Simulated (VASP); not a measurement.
Runs of VASP 6.6.1 on Si. The structure is that of space group P6/mmm (No. 191), or close to it. The cells are those of the table. This isn't the form of Si at room conditions, which is diamond.

```tsv
cell	gap on the mesh (eV)	pressure (GPa)
a = 2.758, b = 2.758, c = 2.466 Å, angles 90.0, 90.0, 120.0°, 1 atom	none	(b)
a = 2.738, b = 2.738, c = 2.466 Å, angles 90.0, 90.0, 120.0°, 1 atom	none	-8.4
a = 2.660, b = 2.660, c = 2.466 Å, angles 90.0, 90.0, 120.0°, 1 atom	none	(a)
a = 2.581, b = 2.581, c = 2.466 Å, angles 90.0, 90.0, 120.0°, 1 atom	none	2.7
a = 2.542, b = 2.542, c = 2.466 Å, angles 90.0, 90.0, 120.0°, 1 atom	none	6.9
a = 2.699, b = 2.699, c = 2.466 Å, angles 90.0, 90.0, 120.0°, 1 atom	none	-6.3
```

Alike in all rows: task single point; level LDA; potentials or basis VASP PAW LDA potentials, release 64 (Si); no spin polarisation; k mesh 21 × 21 × 20; cutoff (eV) 520; smearing gaussian 0.15 eV.

Fill in the values left out.

(a) -3.8; (b) -9.3.

Caveats: the cell stands under tension (at least some runs); the cell stands under pressure (at least some runs).

A gap of «none» marks levels without a gap at the run's occupations.
